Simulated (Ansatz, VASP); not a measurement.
Pb in VASP and in Ansatz

File INCAR:

```
SYSTEM = Pb
PREC = Accurate
ENCUT = 520
EDIFF = 1E-7
ISMEAR = -1
SIGMA = 0.1
LREAL = .False.
LASPH = .True.
NELM = 80
ALGO = Normal
ISIF = 2
LWAVE = .False.
LCHARG = .False.
GGA = CA
NBANDS = 21
```

File KPOINTS:

```
Automatic mesh
0
Gamma
  12 12 7
  0 0 0
```

File POSCAR:

```
Pb
1.0
    3.3426191308      0.0000000000      0.0000000000
   -1.6713095654      2.8947930824      0.0000000000
    0.0000000000      0.0000000000      5.4886952430
Pb
2
Direct
    0.3333333333      0.6666666667      0.2500000000
    0.6666666667      0.3333333333      0.7500000000
```

Input for Ansatz:

```yaml
crystal:
  lattice:
    - [3.3426191308, 0.0, 0.0]
    - [-1.6713095654, 2.8947930824, 0.0]
    - [0.0, 0.0, 5.488695243]
  atoms:
    - { symbol: Pb, position: [0.3333333333, 0.6666666667, 0.25] }
    - { symbol: Pb, position: [0.6666666667, 0.3333333333, 0.75] }
hamiltonian:
  xc: lda
  pseudopotentials:
    kind: paw
    azcp:
      Pb: "pseudopotentials/Pb.paw.azcp"
basis:
  ecutwfc: 420
  fft_grid_basis: typed
kpoints:
  mp_grid: { grid: [12, 12, 7], shift: [0, 0, 0] }
magnetization:
  spin_polarized: false
scf:
  occupations: { method: fermi_dirac, width: 0.1 }
  lower_state_search: "off"
output:
  stress: true
```

Alike in both runs: task single point; functional LDA; k mesh 12 × 12 × 7; occupations fermi-dirac, width 0.1 eV; no spin polarisation.

```csv
,VASP,Ansatz
version,VASP 6.6.1,Ansatz 0.2.0
potentials or method,"VASP PAW LDA potentials, release 64 (Pb_d), cutoff 520 eV","plane waves (420 eV) with PAW, scalar-relativistic"
valence electrons in the cell,28,28
```

```tsv
	VASP	Ansatz	Ansatz less VASP
pressure (GPa)	5.7	5.6	-0.11
traceless stress, the component that is largest in VASP (GPa)	-0.39	-0.32	+0.072
```

Ansatz warns that its potentials were made for another functional, while VASP's fit it. LDA's correlation is that of Perdew and Zunger in VASP and of Perdew and Wang (1992) in Ansatz.

Spin-orbit coupling is off throughout.
